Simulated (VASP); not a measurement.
# LaH3Pd (Pm-3m) in VASP: single point with r2SCAN

Aim: the single point of LaH3Pd with r2SCAN.

All numbers are computed with VASP 6.6.1; they aren't measurements. Logs are shortened: lines on timing, memory, paths and dates and some standing lists are left out, and cuts for length are marked.

## 1. The cell of the first run

Symmetry: Pm-3m, No. 221, cubic system. Conventional cell: a = 3.759 Å, b = 3.759 Å, c = 3.759 Å, α = 90.00°, β = 90.00°, γ = 90.00°. Pd (site symmetry m-3m) has 6 H at 1.88 Å within 2.5 Å. H (site symmetry 4/mmm) has 2 Pd at 1.88 Å within 2.5 Å. Within 3.5 Å of La (site symmetry m-3m) lie 12 H at 2.66 Å and 8 Pd at 3.26 Å.

## 2. Single point, r2SCAN, non-collinear spin, zero start, spin-orbit coupling

Contents of POSCAR:

```
LaH3Pd
1.0
    3.7590210000      0.0000000000      0.0000000000
    0.0000000000      3.7590210000      0.0000000000
    0.0000000000      0.0000000000      3.7590210000
Pd H La
1 3 1
Direct
    0.0000000000      0.0000000000      0.0000000000
    0.5000000000      0.0000000000      0.0000000000
    0.0000000000      0.5000000000      0.0000000000
    0.0000000000      0.0000000000      0.5000000000
    0.5000000000      0.5000000000      0.5000000000
```

Contents of INCAR.step1:

```
SYSTEM = LaH3Pd
PREC = Accurate ; ENCUT = 520
ISMEAR = -1 ; SIGMA = 0.1
LREAL = .False. ; LASPH = .True.
NELM = 150 ; LNONCOLLINEAR = .True.
MAGMOM = 0 0 0 0 0 0 0 0 0 0 0 0 0 0 0 ; LSORBIT = .True.
GGA_COMPAT = .False. ; LMAXMIX = 6
NBANDS = 39 ; GGA = PE
ALGO = Normal ; EDIFF = 1E-4
LWAVE = .True. ; LCHARG = .False.
```

Contents of INCAR.step2:

```
SYSTEM = LaH3Pd
PREC = Accurate ; ENCUT = 520
EDIFF = 1E-6 ; ISMEAR = -1
SIGMA = 0.1 ; LREAL = .False.
LASPH = .True. ; NELM = 150
ALGO = Normal ; ISIF = 2
LWAVE = .False. ; LCHARG = .True.
LNONCOLLINEAR = .True. ; MAGMOM = 0 0 0 0 0 0 0 0 0 0 0 0 0 0 0
LORBIT = 11 ; LSORBIT = .True.
GGA_COMPAT = .False. ; LORBMOM = .True.
LMAXMIX = 6 ; METAGGA = R2SCAN
LMIXTAU = .True. ; LVHAR = .True.
NBANDS = 39 ; ISTART = 1
```

Contents of KPOINTS:

```
Automatic mesh
0
Gamma
  9 9 9
  0 0 0
```

Potentials or basis: VASP PAW PBE potentials, release 64 (Pd, H, La).

On the command line:

```bash
> cat potpaw_PBE.64/Pd/POTCAR potpaw_PBE.64/H/POTCAR potpaw_PBE.64/La/POTCAR > POTCAR
> cp INCAR.step1 INCAR
> mpirun -np 1 vasp_ncl > vasp.out
> cp INCAR.step2 INCAR
> mpirun -np 1 vasp_ncl > vasp.out
```

OUTCAR:

```text
SYSTEM = LaH3Pd
   PREC = Accurate
   ENCUT = 520
   EDIFF = 1E-6
   ISMEAR = -1
   LREAL = .False.
   LASPH = .True.
   NELM = 150
   ISIF = 2
   LNONCOLLINEAR = .True.
   LORBIT = 11
   LSORBIT = .True.
   METAGGA = R2SCAN
   ISTART = 1

 ion  position               nearest neighbor table
   1  0.000  0.000  0.000-   2 1.88   3 1.88   4 1.88   4 1.88   3 1.88   2 1.88   5 3.26   5 3.26
                             5 3.26   5 3.26   5 3.26   5 3.26   5 3.26   5 3.26
   2  0.500  0.000  0.000-   1 1.88   1 1.88
   3  0.000  0.500  0.000-   1 1.88   1 1.88
   4  0.000  0.000  0.500-   1 1.88   1 1.88
   5  0.500  0.500  0.500-   1 3.26   1 3.26   1 3.26   1 3.26   1 3.26   1 3.26   1 3.26   1 3.26

  LATTYP: Found a simple cubic cell.
 ALAT       =     3.7590210000

  Lattice vectors:

 A1 = (   3.7590210000,   0.0000000000,   0.0000000000)
 A2 = (   0.0000000000,   3.7590210000,   0.0000000000)
 A3 = (   0.0000000000,   0.0000000000,   3.7590210000)

Analysis of symmetry for initial positions (statically):
=====================================================================
 Subroutine PRICEL returns:
 Original cell was already a primitive cell.

 Routine SETGRP: Setting up the symmetry group for a
 simple cubic supercell.

 Subroutine GETGRP returns: Found 48 space group operations
 (whereof 48 operations were pure point group operations)
 out of a pool of 48 trial point group operations.

The static configuration has the point symmetry O_h .

Analysis of symmetry for dynamics (positions and initial velocities):
=====================================================================
 Subroutine PRICEL returns:
 Original cell was already a primitive cell.

 Routine SETGRP: Setting up the symmetry group for a
 simple cubic supercell.

 Subroutine GETGRP returns: Found 48 space group operations
 (whereof 48 operations were pure point group operations)
 out of a pool of 48 trial point group operations.

The dynamic configuration has the point symmetry O_h .

Analysis of structural, dynamic, and magnetic symmetry:
=====================================================================
 Subroutine PRICEL returns:
 Original cell was already a primitive cell.

 Routine SETGRP: Setting up the symmetry group for a
 simple cubic supercell.

 Subroutine GETGRP returns: Found 48 space group operations
 (whereof 48 operations were pure point group operations)
 out of a pool of 48 trial point group operations.

The overall configuration has the point symmetry O_h .

 Subroutine INISYM returns: Found 48 space group operations
 (whereof 48 operations are pure point group operations),
 and found     1 'primitive' translations

----------------------------------------------------------------------------------------

                                     Primitive cell

  volume of cell :      53.1159

  direct lattice vectors                    reciprocal lattice vectors
     3.759021000  0.000000000  0.000000000     0.266026713  0.000000000  0.000000000
     0.000000000  3.759021000  0.000000000     0.000000000  0.266026713  0.000000000
     0.000000000  0.000000000  3.759021000     0.000000000  0.000000000  0.266026713

  length of vectors
     3.759021000  3.759021000  3.759021000     0.266026713  0.266026713  0.266026713

  position of ions in fractional coordinates (direct lattice)
     0.000000000  0.000000000  0.000000000
     0.500000000  0.000000000  0.000000000
     0.000000000  0.500000000  0.000000000
     0.000000000  0.000000000  0.500000000
     0.500000000  0.500000000  0.500000000

  ion indices of the primitive-cell ions
   primitive index   ion index
[... 134 lines left out ...]
  band No.  band energies     occupation
      1     -24.6540      1.00000
      2     -24.6540      1.00000
      3      -9.2739      1.00000
      4      -9.2739      1.00000
      5      -6.9121      1.00000
      6      -6.9121      1.00000
[... 925 lines left out ...]
     35      12.0113      0.00000
     36      12.0113      0.00000

 [... further k-points ...]

 [bands above 36 left out]

------------------------ aborting loop because EDIFF is reached ----------------------------------------

  FORCE on cell =-STRESS in cart. coord.  units (eV):
  Direction    XX          YY          ZZ          XY          YZ          ZX
  --------------------------------------------------------------------------------------
  -------------------------------------------------------------------------------------
  Total        2.4858404      2.4858404      2.4858404      0.0000000     -0.0000000      0.0000000
  in kB       74.9824396     74.9824396     74.9824396      0.0000000     -0.0000000      0.0000000
  external PRESSURE =      74.9824396 kB  Pullay stress =       0.0000000 kB

 VOLUME and BASIS-vectors are now :
 -----------------------------------------------------------------------------
  energy-cutoff  :      520.00
  volume of cell :       53.12
      direct lattice vectors                 reciprocal lattice vectors
     3.759021000  0.000000000  0.000000000     0.266026713  0.000000000  0.000000000
     0.000000000  3.759021000  0.000000000     0.000000000  0.266026713  0.000000000
     0.000000000  0.000000000  3.759021000     0.000000000  0.000000000  0.266026713

 POSITION                                       TOTAL-FORCE (eV/Angst)
 -----------------------------------------------------------------------------------
      0.00000      0.00000      0.00000         0.000000      0.000000      0.000000
      1.87951      0.00000      0.00000         0.000000      0.000000      0.000000
      0.00000      1.87951      0.00000         0.000000      0.000000      0.000000
      0.00000      0.00000      1.87951         0.000000      0.000000      0.000000
      1.87951      1.87951      1.87951         0.000000      0.000000      0.000000
 -----------------------------------------------------------------------------------
    total drift:                               -0.000000     -0.000000      0.000000

  FREE ENERGIE OF THE ION-ELECTRON SYSTEM (eV)
  ---------------------------------------------------
  free  energy   TOTEN  =       -66.1750854396 eV

  energy  without entropy=      -66.1318518380  energy(sigma->0) =      -66.15346864

 orbital moment (x)

 # of ion     p       d       f       tot
 ------------------------------------------------
  1        -0.000  -0.000   0.000  -0.000
  2         0.000   0.000   0.000   0.000
  3         0.000   0.000   0.000   0.000
  4        -0.000   0.000   0.000  -0.000
  5         0.000  -0.000  -0.000  -0.000
 ------------------------------------------------
           -0.000  -0.000  -0.000  -0.000

 orbital moment (y)

 # of ion     p       d       f       tot
 ------------------------------------------------
  1         0.000   0.000   0.000   0.000
  2         0.000   0.000   0.000   0.000
  3         0.000   0.000   0.000   0.000
  4         0.000   0.000   0.000   0.000
  5         0.000  -0.000   0.000   0.000
 ------------------------------------------------
            0.000   0.000   0.000   0.000

 orbital moment (z)

 # of ion     p       d       f       tot
 ------------------------------------------------
  1         0.000   0.000   0.000   0.000
  2         0.000   0.000   0.000   0.000
  3        -0.000   0.000   0.000  -0.000
  4         0.000   0.000   0.000   0.000
  5         0.000   0.000   0.000   0.000
 ------------------------------------------------
            0.000   0.000   0.000   0.000

 Spin-Orbit-Coupling matrix elements

 Ion:    1  E_soc:     -0.0607801
 l=   1
     0.0000000    -0.0025815    -0.0025815
    -0.0025815     0.0000000    -0.0025815
    -0.0025815    -0.0025815     0.0000000
 l=   2
     0.0000000    -0.0017439     0.0000000    -0.0017439    -0.0058047
    -0.0017439     0.0000000    -0.0043535    -0.0017439    -0.0014512
     0.0000000    -0.0043535     0.0000000    -0.0043535     0.0000000
    -0.0017439    -0.0017439    -0.0043535     0.0000000    -0.0014512
    -0.0058047    -0.0014512     0.0000000    -0.0014512     0.0000000
 l=   3
     0.0000000     0.0000000     0.0000000     0.0000000     0.0000000     0.0000000     0.0000000
     0.0000000     0.0000000     0.0000000     0.0000000     0.0000000     0.0000000     0.0000000
     0.0000000     0.0000000     0.0000000     0.0000000     0.0000000     0.0000000     0.0000000
     0.0000000     0.0000000     0.0000000     0.0000000     0.0000000     0.0000000     0.0000000
[... 69 lines left out ...]
 l=   2
     0.0000000    -0.0001110     0.0000000    -0.0001110    -0.0010138
    -0.0001110     0.0000000    -0.0007603    -0.0001110    -0.0002534
     0.0000000    -0.0007603     0.0000000    -0.0007603     0.0000000
    -0.0001110    -0.0001110    -0.0007603     0.0000000    -0.0002534
    -0.0010138    -0.0002534     0.0000000    -0.0002534     0.0000000
 l=   3
     0.0000000    -0.0000095     0.0000000     0.0000000     0.0000000    -0.0000010    -0.0000654
    -0.0000095     0.0000000    -0.0000158     0.0000000    -0.0000158    -0.0000252    -0.0000095
     0.0000000    -0.0000158     0.0000000    -0.0000426     0.0000053    -0.0000166     0.0000000
     0.0000000     0.0000000    -0.0000426     0.0000000    -0.0000426     0.0000000     0.0000000
     0.0000000    -0.0000158     0.0000053    -0.0000426     0.0000000    -0.0000166     0.0000000
    -0.0000010    -0.0000252    -0.0000166     0.0000000    -0.0000166     0.0000000    -0.0000010
    -0.0000654    -0.0000095     0.0000000     0.0000000     0.0000000    -0.0000010     0.0000000

 total charge

# of ion       s       p       d       f       tot
--------------------------------------------------
    1        0.542   0.626   8.658   0.000   9.826
    2        0.513   0.021   0.000   0.000   0.534
    3        0.513   0.021   0.000   0.000   0.534
    4        0.513   0.021   0.000   0.000   0.534
    5        1.984   5.680   0.776   0.123   8.563
--------------------------------------------------
tot          4.065   6.370   9.434   0.123  19.992

 magnetization (x)

# of ion       s       p       d       f       tot
--------------------------------------------------
    1        0.000   0.000   0.000   0.000   0.000
    2        0.000   0.000   0.000   0.000   0.000
    3       -0.000  -0.000   0.000   0.000  -0.000
    4       -0.000   0.000   0.000   0.000  -0.000
    5       -0.000   0.000   0.000  -0.000  -0.000
--------------------------------------------------
tot         -0.000   0.000   0.000  -0.000  -0.000

 magnetization (y)

# of ion       s       p       d       f       tot
--------------------------------------------------
    1        0.000   0.000   0.000   0.000   0.000
    2        0.000   0.000   0.000   0.000   0.000
    3        0.000  -0.000   0.000   0.000   0.000
    4        0.000  -0.000   0.000   0.000   0.000
    5       -0.000  -0.000   0.000   0.000  -0.000
--------------------------------------------------
tot          0.000   0.000   0.000   0.000   0.000

 magnetization (z)

# of ion       s       p       d       f       tot
--------------------------------------------------
    1       -0.000  -0.000   0.000   0.000  -0.000
    2        0.000  -0.000   0.000   0.000   0.000
    3       -0.000   0.000   0.000   0.000  -0.000
    4        0.000   0.000   0.000   0.000   0.000
    5       -0.000   0.000   0.000   0.000   0.000
--------------------------------------------------
tot         -0.000  -0.000   0.000   0.000   0.000
```

Run time: 13 min. Hardware: 1 thread of Intel Xeon Platinum 8488C (Sapphire Rapids), shared host; peak memory 0.38 GiB.

Results:

```yaml
Free_energy: -66.1751 eV
Pressure: 7.5 GPa
Net_moment: 0.00 μB per cell
Valence_electrons_inside_the_program's_atomic_spheres: Pd 9.83; H 0.53; La 8.56
```

Moments on the atoms (μB; x, y, z):
```
Pd  0.00 0.00 0.00
H   0.00 0.00 0.00
H   0.00 0.00 0.00
H   0.00 0.00 0.00
La  0.00 0.00 0.00
```

Caveat: the cell stands under pressure; the PAW data sets were made with another functional, which shifts forces and pressure a little.
